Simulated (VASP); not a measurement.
# Si2Ni (Fm-3m) in VASP: further runs, part 2 of 2

VASP 6.6.1. The steps go on from the part before.

## 3. Single point, LDA, collinear spin, ferromagnetic start (14.30 Å³/atom)

Input file INCAR:

```
SYSTEM = Si2Ni
PREC = Accurate
ENCUT = 520
EDIFF = 1E-6
ISMEAR = 0
SIGMA = 0.15
LREAL = .False.
LASPH = .True.
NELM = 150
ALGO = Normal
ISIF = 2
LWAVE = .False.
LCHARG = .False.
ISPIN = 2
MAGMOM = 0 0 0.625
LORBIT = 11
NUPDOWN = 0.625
LMAXMIX = 4
NBANDS = 20
```

Input file KPOINTS:

```
regular mesh
0
Gamma
  14 14 14
  0 0 0
```

Input file POSCAR:

```
Si2Ni
1.0
    0.0000000000      2.7784916684      2.7784916684
    2.7784916684      0.0000000000      2.7784916684
    2.7784916684      2.7784916684      0.0000000000
Si Ni
2 1
Direct
    0.2500000000      0.2500000000      0.2500000000
    0.7500000000      0.7500000000      0.7500000000
    0.0000000000      0.0000000000      0.0000000000
```

Potentials or basis: VASP PAW LDA potentials, release 64 (Si, Ni).

On the command line:

```
$ cat potpaw_LDA.64/Si/POTCAR potpaw_LDA.64/Ni/POTCAR > POTCAR
$ mpirun -np 1 vasp_std > vasp.out
```

OUTCAR:

```text
SYSTEM = Si2Ni
   PREC = Accurate
   ENCUT = 520
   EDIFF = 1E-6
   ISMEAR = 0
   LREAL = .False.
   LASPH = .True.
   NELM = 150
   ISIF = 2
   ISPIN = 2
   LORBIT = 11
   NUPDOWN = 0.625

 ion  position               nearest neighbor table
   1  0.250  0.250  0.250-   3 2.41   3 2.41   3 2.41   3 2.41   2 2.78   2 2.78   2 2.78   2 2.78
                             2 2.78   2 2.78
   2  0.750  0.750  0.750-   3 2.41   3 2.41   3 2.41   3 2.41   1 2.78   1 2.78   1 2.78   1 2.78
                             1 2.78   1 2.78
   3  0.000  0.000  0.000-   2 2.41   2 2.41   2 2.41   1 2.41   1 2.41   1 2.41   2 2.41   1 2.41

  LATTYP: Found a face centered cubic cell.
 ALAT       =     5.5569833368

  Lattice vectors:

 A1 = (   0.0000000000,   2.7784916684,   2.7784916684)
 A2 = (   2.7784916684,   0.0000000000,   2.7784916684)
 A3 = (   2.7784916684,   2.7784916684,   0.0000000000)

Analysis of symmetry for initial positions (statically):
=====================================================================
 Subroutine PRICEL returns:
 Original cell was already a primitive cell.

 Routine SETGRP: Setting up the symmetry group for a
 face centered cubic supercell.

 Subroutine GETGRP returns: Found 48 space group operations
 (whereof 48 operations were pure point group operations)
 out of a pool of 48 trial point group operations.

The static configuration has the point symmetry O_h .

Analysis of symmetry for dynamics (positions and initial velocities):
=====================================================================
 Subroutine PRICEL returns:
 Original cell was already a primitive cell.

 Routine SETGRP: Setting up the symmetry group for a
 face centered cubic supercell.

 Subroutine GETGRP returns: Found 48 space group operations
 (whereof 48 operations were pure point group operations)
 out of a pool of 48 trial point group operations.

The dynamic configuration has the point symmetry O_h .

Analysis of structural, dynamic, and magnetic symmetry:
=====================================================================
 Subroutine PRICEL returns:
 Original cell was already a primitive cell.

 Routine SETGRP: Setting up the symmetry group for a
 face centered cubic supercell.

 Subroutine GETGRP returns: Found 48 space group operations
 (whereof 48 operations were pure point group operations)
 out of a pool of 48 trial point group operations.

The overall configuration has the point symmetry O_h .

 Subroutine INISYM returns: Found 48 space group operations
 (whereof 48 operations are pure point group operations),
 and found     1 'primitive' translations

----------------------------------------------------------------------------------------

                                     Primitive cell

  volume of cell :      42.9000

  direct lattice vectors                    reciprocal lattice vectors
     0.000000000  2.778491668  2.778491668    -0.179953752  0.179953752  0.179953752
     2.778491668  0.000000000  2.778491668     0.179953752 -0.179953752  0.179953752
     2.778491668  2.778491668  0.000000000     0.179953752  0.179953752 -0.179953752

  length of vectors
     3.929380600  3.929380600  3.929380600     0.311689041  0.311689041  0.311689041

[... 78 lines left out ...]
   LSORBIT =      F    spin-orbit coupling
   LASPH  =      T    aspherical Exc in radial PAW
   ENCUT  =  520.0 eV  38.22 Ry    6.18 a.u.   7.31  7.31  7.31*2*pi/ulx,y,z
   NELM   =    150;   NELMIN=  2; NELMDL= -5     # of ELM steps
   EDIFF  = 0.1E-05   stopping-criterion for ELM
   LREAL  =      F    real-space projection
   EDIFFG = 0.1E-04   stopping-criterion for IOM
   NSW    =      0    number of steps for IOM
   IBRION =     -1    ionic relax: 0-MD 1-quasi-New 2-CG
   NFREE  =      0    steps in history (QN), initial steepest desc. (CG)
   ISIF   =      2    stress and relaxation
   ISYM   =      2    0-nonsym 1-usesym 2-fastsym
   POTIM  = 0.5000    time-step for ionic-motion
   TEBEG  =    0.0;   TEEND  =   0.0 temperature during run
   PSTRESS=    0.0 pullay stress
   NELECT =      18.0000    total number of electrons
   NUPDOWN=       0.6250    fix difference up-down
   EMIN   =  10.00;   EMAX   =-10.00  energy-range for DOS
   EFERMI =   0.00;   METHOD = LEGACY
   ISMEAR =     0;   SIGMA  =   0.15  broadening in eV -4-tet -1-fermi 0-gaus
   EFERMI_NEDOS =   21; number of points for ismear=-14 and -15
   IALGO  =     38    algorithm
   IMIX   =      4    mixing-type and parameters
     AMIX     =   0.40;   BMIX     =  1.00
     AMIX_MAG =   1.60;   BMIX_MAG =  1.00
  volume/ion in A,a.u.               =      14.30        96.50
  Fermi-wavevector in a.u.,A,eV,Ry     =   1.225594  2.316037 20.437043  1.502080
  Thomas-Fermi vector in A             =   2.360626
   LORBIT       =     11    0 simple, 1 ext, 2 COOP (PROOUT), +10 PAW based schemes
   GGA     = CA    functional components
   LHFCALC =     F    Hartree Fock is set to
   AEXX    =    0.0000 exact exchange contribution
   IVDW    =     0    specifies the selected vdW correction
   LEPSILON=     F    determine dielectric tensor
   LRPA    =     F    only Hartree local field effects (RPA)
 spin polarized calculation
 Gauss-broadening in eV      SIGMA  =   0.15
  energy-cutoff  :      520.00
  volume of cell :       42.90
 maximum number of plane-waves:      1185
 NGX is ok and might be reduce to    30
   NGX = 15   NGY = 15   NGZ = 15

 number of electron      18.0000011 magnetization       0.6250001

 Free energy of the ion-electron system (eV)
  ---------------------------------------------------
  ext. energy  EPLUGINS =         0.00000000
  ---------------------------------------------------
  free energy    TOTEN  =       -19.50120823 eV

  energy without entropy =      -19.49083469  energy(sigma->0) =      -19.49602146

 E-fermi :   8.3688     XC(G=0): -11.3877

 val. band max:        9.5120275839   @ k =  -0.3571   0.3571   0.0714
 cond. band min:       8.3880031545   @ k =  -0.2143   0.0714   0.0000
 fundamental gap:     -1.1240244293
 Fermi energy:         9.5184027629

 spin component 1

 k-point     1 :       0.0000    0.0000    0.0000
  band No.  band energies     occupation
      1      -3.9512      1.00000
      2       4.3300      1.00000
      3       4.3300      1.00000
      4       4.3300      1.00000
      5       5.9419      1.00000
      6       5.9419      1.00000
[... 541 lines left out ...]
     19      21.6968      0.00000
     20      23.5797      0.00000

 [... further k-points ...]

 spin component 2

 k-point     1 :       0.0000    0.0000    0.0000
  band No.  band energies     occupation
      1      -3.8129      1.00000
      2       4.5556      1.00000
      3       4.5556      1.00000
      4       4.5556      1.00000
      5       6.1533      1.00000
      6       6.1533      1.00000
[... 541 lines left out ...]
     19      21.8126      0.00000
     20      23.7312      0.00000

 [... further k-points ...]

------------------------ aborting loop because EDIFF is reached ----------------------------------------

  FORCE on cell =-STRESS in cart. coord.  units (eV):
  Direction    XX          YY          ZZ          XY          YZ          ZX
  --------------------------------------------------------------------------------------
  -------------------------------------------------------------------------------------
  Total       -3.5743231     -3.5743231     -3.5743231      0.0000000      0.0000000      0.0000000
  in kB     -133.4894958   -133.4894958   -133.4894958      0.0000000      0.0000000      0.0000000
  external PRESSURE =    -133.4894958 kB  Pullay stress =       0.0000000 kB

 VOLUME and BASIS-vectors are now :
 -----------------------------------------------------------------------------
  energy-cutoff  :      520.00
  volume of cell :       42.90
      direct lattice vectors                 reciprocal lattice vectors
     0.000000000  2.778491668  2.778491668    -0.179953752  0.179953752  0.179953752
     2.778491668  0.000000000  2.778491668     0.179953752 -0.179953752  0.179953752
     2.778491668  2.778491668  0.000000000     0.179953752  0.179953752 -0.179953752

 POSITION                                       TOTAL-FORCE (eV/Angst)
 -----------------------------------------------------------------------------------
      1.38925      1.38925      1.38925        -0.000000     -0.000000     -0.000000
      4.16774      4.16774      4.16774         0.000000      0.000000      0.000000
      0.00000      0.00000      0.00000         0.000000     -0.000000     -0.000000
 -----------------------------------------------------------------------------------
    total drift:                                0.000000     -0.000000     -0.000000

  FREE ENERGIE OF THE ION-ELECTRON SYSTEM (eV)
  ---------------------------------------------------
  free  energy   TOTEN  =       -19.5012082319 eV

  energy  without entropy=      -19.4908346900  energy(sigma->0) =      -19.49602146

 total charge

# of ion       s       p       d       tot
------------------------------------------
    1        0.769   0.793   0.000   1.562
    2        0.769   0.793   0.000   1.562
    3        0.526   0.678   8.431   9.634
--------------------------------------------------
tot          2.064   2.264   8.431  12.759

 magnetization (x)

# of ion       s       p       d       tot
------------------------------------------
    1        0.041   0.036   0.000   0.078
    2        0.041   0.036   0.000   0.078
    3        0.004   0.037   0.258   0.298
--------------------------------------------------
tot          0.087   0.109   0.258   0.454
```

stdout:

```text
POSCAR found type information on POSCAR SiNi
 POSCAR found :  2 types and       3 ions
 scaLAPACK will be used
 LDA part: xc-table for (Slater(with rela. corr.)+CA(PZ))
 , standard interpolation
 POSCAR, INCAR and KPOINTS ok, starting setup
 FFT: planning ... GRIDC
 FFT: planning ... GRID_SOFT
 FFT: planning ... GRID
 WAVECAR not read
 entering main loop
```

Run time: 1.7 min. Hardware: 1 thread of AMD EPYC 9R45 (Zen 5), shared host; peak memory 0.22 GiB.

What came out:

* Free energy: -19.5012 eV
* Pressure: -13.3 GPa
* Net moment: 0.63 μB per cell
* Site moments: Si +0.08; Ni +0.30 μB
* Valence electrons inside the program's atomic spheres: Si 1.56; Ni 9.63

Caveat: the cell stands under tension; the total moment is fixed, so each spin has its own Fermi level.

## 4. Single point, LDA, collinear spin, ferromagnetic start (14.30 Å³/atom)

Input file INCAR:

```
PREC = Accurate
ENCUT = 520
EDIFF = 1E-6
ISMEAR = 0
SIGMA = 0.15
LREAL = False
LASPH = True
NELM = 150
ALGO = Normal
ISIF = 2
LWAVE = False
LCHARG = False
ISPIN = 2
MAGMOM = 0 0 0.875
LORBIT = 11
NUPDOWN = 0.875
LMAXMIX = 4
NBANDS = 20
```

Input file KPOINTS:

```
regular mesh
0
Gamma
  14 14 14
```

POSCAR is that of step 3.

On the command line:

```
$ cat potpaw_LDA.64/Si/POTCAR potpaw_LDA.64/Ni/POTCAR > POTCAR
$ mpirun -np 1 vasp_std > vasp.out
```

It took 1.8 min on 1 thread of AMD EPYC 9R45 (Zen 5), shared host; peak memory 0.22 GiB.

It converged, with:

```
Free energy                                           : -19.3285 eV
Pressure                                              : -12.3 GPa
Net moment                                            : 0.88 μB per cell
Site moments                                          : Si +0.11; Ni +0.40 μB
Valence electrons inside the program's atomic spheres : Si 1.56; Ni 9.63
```

Caveat: the cell stands under tension; the total moment is fixed, so each spin has its own Fermi level.

## 5. Single point, LDA, collinear spin, ferromagnetic start (15.07 Å³/atom)

This run uses another cell than the first one, of 15.07 Å³/atom.

Input file INCAR:

```
SYSTEM = Si2Ni
PREC = Accurate
ENCUT = 520
EDIFF = 1E-7
ISMEAR = 0
SIGMA = 0.15
LREAL = .FALSE.
LASPH = .TRUE.
NELM = 150
ALGO = Normal
ISIF = 2
LWAVE = .FALSE.
LCHARG = .FALSE.
ISPIN = 2
MAGMOM = 0 0 1
LORBIT = 11
NUPDOWN = 1.0
LMAXMIX = 4
GGA = CA
NBANDS = 20
```

Input file KPOINTS:

```
regular mesh
0
G
  14 14 14
  0 0 0
```

Input file POSCAR:

```
Si2Ni
1.0
    0.0000000000      2.8272425872      2.8272425872
    2.8272425872      0.0000000000      2.8272425872
    2.8272425872      2.8272425872      0.0000000000
Si Ni
2 1
Direct
    0.2500000000      0.2500000000      0.2500000000
    0.7500000000      0.7500000000      0.7500000000
    0.0000000000      0.0000000000      0.0000000000
```

On the command line:

```
$ cat potpaw_LDA.64/Si/POTCAR potpaw_LDA.64/Ni/POTCAR > POTCAR
$ mpirun -np 1 vasp_std > vasp.out
```

It took 2 min on 1 thread of AMD EPYC 9R45 (Zen 5), shared host; peak memory 0.23 GiB.

It converged, with:

* Free energy: -19.0235 eV
* Pressure: -16.1 GPa
* Net moment: 1.00 μB per cell
* Site moments: Si +0.12; Ni +0.45 μB
* Valence electrons inside the program's atomic spheres: Si 1.54; Ni 9.52

Caveat: the cell stands under tension; the total moment is fixed, so each spin has its own Fermi level.

## 6. Overview

```tsv
spin	fixed moment (μB)	cell	pressure (GPa)	moment (μB)
collinear	0.125	a = 3.929 Å, angles 60.0°, 3 atoms	-14.4	0.12
collinear, ferromagnetic start	0.625	a = 3.929 Å, angles 60.0°, 3 atoms	-13.3	0.63
collinear, ferromagnetic start	0.875	a = 3.929 Å, angles 60.0°, 3 atoms	-12.3	0.88
collinear, ferromagnetic start	1.0	a = 3.998 Å, angles 60.0°, 3 atoms	-16.1	1.00
```

Alike in all rows: task single point; level LDA; potentials or basis VASP PAW LDA potentials, release 64 (Si, Ni); k mesh 14 × 14 × 14; cutoff (eV) 520; smearing gaussian 0.15 eV.

Caveats: the cell stands under tension; the total moment is fixed, so each spin has its own Fermi level.

Absolute energies hang on the potentials; compare differences alone.
